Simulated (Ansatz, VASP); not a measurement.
**ZrSbS: VASP beside Ansatz**

INCAR

```
PREC = Accurate
ENCUT = 520
EDIFF = 1E-6
ISMEAR = -1
SIGMA = 0.1
LREAL = False
LASPH = True
NELM = 100
ALGO = Normal
ISIF = 2
LWAVE = False
LCHARG = False
GGA = PE
NBANDS = 32
```

Contents of KPOINTS:

```
regular mesh
0
Gamma
  5 5 2
```

File POSCAR:

```
ZrSbS
1.0
    3.8712160000      0.0000000000      0.0000000000
    0.0000000000      3.8712160000      0.0000000000
    0.0000000000      0.0000000000      8.5788720000
Sb Zr S
2 2 2
Direct
    0.0000000000      0.0000000000      0.0000000000
    0.5000000000      0.5000000000      0.0000000000
    0.0000000000      0.5000000000      0.2770000000
    0.5000000000      0.0000000000      0.7230000000
    0.0000000000      0.5000000000      0.6220000000
    0.5000000000      0.0000000000      0.3780000000
```

Input for Ansatz:

```yaml
crystal:
  lattice:
    - [3.871216, 0.0, 0.0]
    - [0.0, 3.871216, 0.0]
    - [0.0, 0.0, 8.578872]
  atoms:
    - { symbol: Sb, position: [0.0, 0.0, 0.0] }
    - { symbol: Sb, position: [0.5, 0.5, 0.0] }
    - { symbol: Zr, position: [0.0, 0.5, 0.277] }
    - { symbol: Zr, position: [0.5, 0.0, 0.723] }
    - { symbol: S, position: [0.0, 0.5, 0.622] }
    - { symbol: S, position: [0.5, 0.0, 0.378] }
  symmetry: { tolerance: 0.0003 }
kpoints:
  mp_grid: { grid: [5, 5, 2], shift: [0, 0, 0] }
magnetization:
  spin_polarized: false
scf:
  occupations: { method: fermi_dirac }
hamiltonian:
  pseudopotentials: { kind: paw }
  xc: pbe
basis:
  ecutwfc: 420
output:
  forces: true
  stress: true
  eigenvalues: true
  write_density: true
  write_potential: true
  elf: true
  volumetric_format: npy
```

Alike in both runs: task single point; functional PBE; k mesh 5 × 5 × 2; no spin polarisation.

|  | VASP | Ansatz |
| --- | --- | --- |
| version | VASP 6.6.1 | Ansatz 0.2.0 |
| potentials or method | VASP PAW PBE potentials, release 64 (Sb, Zr_sv, S), cutoff 520 eV | PAW plane waves |
| occupations | fermi-dirac, width 0.1 eV | fermi-dirac |
| valence electrons in the cell | 46 | 66 |

```csv
,VASP,Ansatz,Ansatz less VASP
gap on the k mesh at the Fermi level (eV),none,none,-
pressure (GPa),2.5,2.4,-0.19
"traceless stress, the component that is largest in VASP (GPa)",-9.74,-9.61,+0.135
rms of the force components (eV/Å),0.228,0.228,-0.0007
```

Atom by atom the forces differ by 0.002 eV/Å (rms over components). A gap of «none» marks a metal or a gap that the smearing closes. VASP's potentials hold 46 valence electrons a cell and Ansatz's 66, so a difference there can come from the potentials and not from the codes.

The k mesh is coarse, so the values compare programs but aren't converged. Neither program's run includes spin-orbit coupling.
